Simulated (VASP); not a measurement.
# Se (R-3) in VASP: further runs, part 2 of 2

VASP 6.6.1.

## Step 3: Single point, r2SCAN

This run uses another cell than the first one, of 27.19 Å³/atom.

POSCAR reads:

```
Se
1.0
    5.6247499422      3.2474508932      1.4885349391
   -5.6247499422      3.2474508932      1.4885349391
    0.0000000000     -6.4949017865      1.4885349391
Se
6
Direct
    0.8392979907      0.7150361889      0.0841377999
    0.7150361889      0.0841377999      0.8392979907
    0.0841377999      0.8392979907      0.7150361889
    0.1607020093      0.2849638111      0.9158622001
    0.2849638111      0.9158622001      0.1607020093
    0.9158622001      0.1607020093      0.2849638111
```

INCAR.step1 reads:

```
SYSTEM = Se
ALGO     = Normal         ! electronic algorithm
EDIFF    = 1E-4           ! SCF threshold, eV
ENCUT    = 520            ! plane-wave cutoff, eV
GGA      = PE             ! functional
ISMEAR   = 0              ! smearing method
LASPH    = .True.         ! aspherical terms in the spheres
LCHARG   = .False.        ! write CHGCAR
LREAL    = .False.        ! projectors in reciprocal space
LWAVE    = .True.         ! write WAVECAR
NBANDS   = 27             ! bands
NELM     = 80             ! most SCF steps
PREC     = Accurate       ! precision mode
SIGMA    = 0.01           ! smearing width, eV
```

INCAR.step2 reads:

```
SYSTEM = Se
ALGO     = Normal         ! electronic algorithm
EDIFF    = 1E-6           ! SCF threshold, eV
ENCUT    = 520            ! plane-wave cutoff, eV
ISIF     = 2              ! what is computed and relaxed
ISMEAR   = 0              ! smearing method
ISTART   = 1            
LASPH    = .True.         ! aspherical terms in the spheres
LCHARG   = .False.        ! write CHGCAR
LMIXTAU  = .True.       
LREAL    = .False.        ! projectors in reciprocal space
LWAVE    = .False.        ! write WAVECAR
METAGGA  = R2SCAN         ! meta-GGA
NBANDS   = 27             ! bands
NELM     = 80             ! most SCF steps
PREC     = Accurate       ! precision mode
SIGMA    = 0.01           ! smearing width, eV
```

KPOINTS reads:

```
k-points
0
Gamma
  6 6 6
  0 0 0
```

Potentials or basis: VASP PAW PBE potentials, release 64 (Se).

Launch:

```bash
> cat potpaw_PBE.64/Se/POTCAR > POTCAR
> cp INCAR.step1 INCAR
> mpirun -np 1 vasp_std > vasp.out
> cp INCAR.step2 INCAR
> mpirun -np 1 vasp_std > vasp.out
```

OUTCAR:

```text
SYSTEM = Se
   EDIFF = 1E-6
   ENCUT = 520
   ISIF = 2
   ISMEAR = 0
   ISTART = 1
   LASPH = .True.
   LREAL = .False.
   METAGGA = R2SCAN
   NELM = 80
   PREC = Accurate

 ion  position               nearest neighbor table
   1  0.839  0.715  0.084-   5 2.37   6 2.37
   2  0.715  0.084  0.839-   4 2.37   6 2.37
   3  0.084  0.839  0.715-   4 2.37   5 2.37
   4  0.161  0.285  0.916-   2 2.37   3 2.37
   5  0.285  0.916  0.161-   1 2.37   3 2.37
   6  0.916  0.161  0.285-   1 2.37   2 2.37

  LATTYP: Found a trigonal (rhomboedric) cell.
 ALAT       =     6.6632938912
 COS(alpha) =    -0.4251431777

  Lattice vectors:

 A1 = (   5.6247499422,   3.2474508932,   1.4885349391)
 A2 = (  -5.6247499422,   3.2474508932,   1.4885349391)
 A3 = (   0.0000000000,  -6.4949017865,   1.4885349391)

Analysis of symmetry for initial positions (statically):
=====================================================================
 Subroutine PRICEL returns:
 Original cell was already a primitive cell.

 Routine SETGRP: Setting up the symmetry group for a
 trigonal (rhombohedral) supercell.

 Subroutine GETGRP returns: Found  6 space group operations
 (whereof  6 operations were pure point group operations)
 out of a pool of 12 trial point group operations.

The static configuration has the point symmetry S_6 .

Analysis of symmetry for dynamics (positions and initial velocities):
=====================================================================
 Subroutine PRICEL returns:
 Original cell was already a primitive cell.

 Routine SETGRP: Setting up the symmetry group for a
 trigonal (rhombohedral) supercell.

 Subroutine GETGRP returns: Found  6 space group operations
 (whereof  6 operations were pure point group operations)
 out of a pool of 12 trial point group operations.

The dynamic configuration has the point symmetry S_6 .

 Subroutine INISYM returns: Found  6 space group operations
 (whereof  6 operations are pure point group operations),
 and found     1 'primitive' translations

----------------------------------------------------------------------------------------

                                     Primitive cell

  volume of cell :     163.1384

  direct lattice vectors                    reciprocal lattice vectors
     5.624749942  3.247450893  1.488534939     0.088892841  0.051322305  0.223933832
    -5.624749942  3.247450893  1.488534939    -0.088892841  0.051322305  0.223933832
     0.000000000 -6.494901786  1.488534939     0.000000000 -0.102644611  0.223933832

  length of vectors
     6.663293891  6.663293891  6.663293891     0.246337730  0.246337730  0.246337730

  position of ions in fractional coordinates (direct lattice)
     0.839297991  0.715036189  0.084137800
     0.715036189  0.084137800  0.839297991
     0.084137800  0.839297991  0.715036189
     0.160702009  0.284963811  0.915862200
     0.284963811  0.915862200  0.160702009
     0.915862200  0.160702009  0.284963811

  ion indices of the primitive-cell ions
   primitive index   ion index
                 1           1
                 2           2
                 3           3
                 4           4
                 5           5
                 6           6

----------------------------------------------------------------------------------------

 KPOINTS: k-points

Automatic generation of k-mesh.
 Grid dimensions read from file:
 generate k-points for:    6    6    6

 Generating k-lattice:

  Cartesian coordinates                     Fractional coordinates (reciprocal lattice)
     0.014815473  0.008553718  0.037322305     0.166666667 -0.000000000  0.000000000
    -0.014815473  0.008553718  0.037322305    -0.000000000  0.166666667  0.000000000
     0.000000000 -0.017107435  0.037322305     0.000000000  0.000000000  0.166666667

  Length of vectors
     0.041056288  0.041056288  0.041056288

  Shift w.r.t. Gamma in fractional coordinates (k-lattice)
     0.000000000  0.000000000  0.000000000

 Subroutine IBZKPT returns following result:
 ===========================================

 Found     40 irreducible k-points:

 Following reciprocal coordinates:
            Coordinates               Weight
  0.000000  0.000000  0.000000      1.000000
  0.166667 -0.000000 -0.000000      6.000000
  0.333333  0.000000 -0.000000      6.000000
  0.500000 -0.000000 -0.000000      3.000000
  0.166667  0.166667 -0.000000      6.000000
  0.333333  0.166667 -0.000000      6.000000
[... 16 lines left out ...]
  0.333333  0.333333  0.166667      6.000000
  0.500000  0.333333  0.166667      6.000000
 [... further k-points ...]
   k-points           NKPTS =     40   k-points in BZ     NKDIM =     40   number of bands    NBANDS=     27
   number of dos      NEDOS =    301   number of ions     NIONS =      6
   total plane-waves  NPLWV = 125000
   dimension x,y,z NGX =    50 NGY =   50 NGZ =   50
   dimension x,y,z NGXF=   100 NGYF=  100 NGZF=  100
   ions per type =               6
   NGX,Y,Z   is equivalent  to a cutoff of  12.47, 12.47, 12.47 a.u.
   NGXF,Y,Z  is equivalent  to a cutoff of  24.95, 24.95, 24.95 a.u.
 SYSTEM =  Se
   PREC   = accura    normal or accurate (medium, high low for compatibility)
   ISTART =      1    job   : 0-new  1-cont  2-samecut
   ICHARG =      0    charge: 1-file 2-atom 10-const
   ISPIN  =      1    spin polarized calculation?
   LNONCOLLINEAR =      F non collinear calculations
   LSORBIT =      F    spin-orbit coupling
   LASPH  =      T    aspherical Exc in radial PAW
   ENCUT  =  520.0 eV  38.22 Ry    6.18 a.u.  12.39 12.39 12.39*2*pi/ulx,y,z
   NELM   =     80;   NELMIN=  2; NELMDL=  0     # of ELM steps
   EDIFF  = 0.1E-05   stopping-criterion for ELM
   LREAL  =      F    real-space projection
   EDIFFG = 0.1E-04   stopping-criterion for IOM
   NSW    =      0    number of steps for IOM
   IBRION =     -1    ionic relax: 0-MD 1-quasi-New 2-CG
   NFREE  =      0    steps in history (QN), initial steepest desc. (CG)
   ISIF   =      2    stress and relaxation
   ISYM   =      2    0-nonsym 1-usesym 2-fastsym
   POTIM  = 0.5000    time-step for ionic-motion
   TEBEG  =    0.0;   TEEND  =   0.0 temperature during run
   PSTRESS=    0.0 pullay stress
   NELECT =      36.0000    total number of electrons
   NUPDOWN=      -1.0000    fix difference up-down
   EMIN   =  10.00;   EMAX   =-10.00  energy-range for DOS
   EFERMI =   0.00;   METHOD = LEGACY
   ISMEAR =     0;   SIGMA  =   0.01  broadening in eV -4-tet -1-fermi 0-gaus
   EFERMI_NEDOS =   21; number of points for ismear=-14 and -15
   IALGO  =     38    algorithm
   IMIX   =      4    mixing-type and parameters
     AMIX     =   0.40;   BMIX     =  1.00
     AMIX_MAG =   1.60;   BMIX_MAG =  1.00
  volume/ion in A,a.u.               =      27.19       183.49
  Fermi-wavevector in a.u.,A,eV,Ry     =   0.989290  1.869487 13.315951  0.978695
  Thomas-Fermi vector in A             =   2.120878
   LORBIT       =      0    0 simple, 1 ext, 2 COOP (PROOUT), +10 PAW based schemes
   METAGGA = R2SCAN    functional components
   LHFCALC =     F    Hartree Fock is set to
   AEXX    =    0.0000 exact exchange contribution
   IVDW    =     0    specifies the selected vdW correction
   LEPSILON=     F    determine dielectric tensor
   LRPA    =     F    only Hartree local field effects (RPA)
 non-spin polarized calculation
 Gauss-broadening in eV      SIGMA  =   0.01
  energy-cutoff  :      520.00
  volume of cell :      163.14
 maximum number of plane-waves:      4427
 NGX is ok and might be reduce to    50
   NGX = 25   NGY = 25   NGZ = 25

 number of electron      36.0000001 magnetization

 Free energy of the ion-electron system (eV)
  ---------------------------------------------------
  ext. energy  EPLUGINS =         0.00000000
  ---------------------------------------------------
  free energy    TOTEN  =       -85.68242026 eV

  energy without entropy =      -85.68242026  energy(sigma->0) =      -85.68242026

 E-fermi :   2.1719     XC(G=0):  -9.2763

 val. band max:        2.0765340643   @ k =   0.5000   0.5000   0.5000
 cond. band min:       3.5854123031   @ k =  -0.1667   0.1667   0.1667
 fundamental gap:      1.5088782389
 Fermi energy:         2.1718775563

 k-point     1 :       0.0000    0.0000    0.0000
  band No.  band energies     occupation
      1     -14.2022      2.00000
      2     -12.3377      2.00000
      3     -12.3377      2.00000
      4     -10.0590      2.00000
      5     -10.0590      2.00000
      6      -8.4394      2.00000
[... 709 lines left out ...]
     26       8.6321      0.00000
     27       9.1716      0.00000

 [... further k-points ...]
[... 5 lines left out ...]
  --------------------------------------------------------------------------------------
  -------------------------------------------------------------------------------------
  Total        0.7757060      0.7757060      0.9222111     -0.0000013     -0.0000000     -0.0000000
  in kB        7.6181876      7.6181876      9.0570092     -0.0000124     -0.0000000     -0.0000000
  external PRESSURE =       8.0977948 kB  Pullay stress =       0.0000000 kB

 VOLUME and BASIS-vectors are now :
 -----------------------------------------------------------------------------
  energy-cutoff  :      520.00
  volume of cell :      163.14
      direct lattice vectors                 reciprocal lattice vectors
     5.624749942  3.247450893  1.488534939     0.088892841  0.051322305  0.223933832
    -5.624749942  3.247450893  1.488534939    -0.088892841  0.051322305  0.223933832
     0.000000000 -6.494901786  1.488534939     0.000000000 -0.102644611  0.223933832

 POSITION                                       TOTAL-FORCE (eV/Angst)
 -----------------------------------------------------------------------------------
      0.69894      4.50116      2.43892        -0.009123      0.026616      0.029231
      3.54865     -2.85588      2.43892         0.027612     -0.005407      0.029231
     -4.24759     -1.64528      2.43892        -0.018489     -0.021209      0.029231
     -0.69894     -4.50116      2.02668         0.009123     -0.026616     -0.029231
     -3.54865      2.85588      2.02668        -0.027612      0.005407     -0.029231
      4.24759      1.64528      2.02668         0.018489      0.021209     -0.029231
 -----------------------------------------------------------------------------------
    total drift:                               -0.000000      0.000000      0.000000

  FREE ENERGIE OF THE ION-ELECTRON SYSTEM (eV)
  ---------------------------------------------------
  free  energy   TOTEN  =       -85.6824202563 eV

  energy  without entropy=      -85.6824202563  energy(sigma->0) =      -85.68242026
```

Run time: 6.8 min. Hardware: 1 thread of Intel Xeon 6975P-C (Granite Rapids), shared host; peak memory 0.42 GiB.

What came out:

* Free energy: -85.6824 eV
* Pressure: 0.8 GPa
* Largest force: 0.041 eV/Å
* Band gap on the k mesh: 1.51 eV (least direct gap 1.73 eV)

Forces on the atoms (eV/Å):
```
Se  -0.009  0.027  0.029
Se   0.028 -0.005  0.029
Se  -0.018 -0.021  0.029
Se   0.009 -0.027 -0.029
Se  -0.028  0.005 -0.029
Se   0.018  0.021 -0.029
```

Caveat: the PAW data sets were made with another functional, which shifts forces and pressure a little.
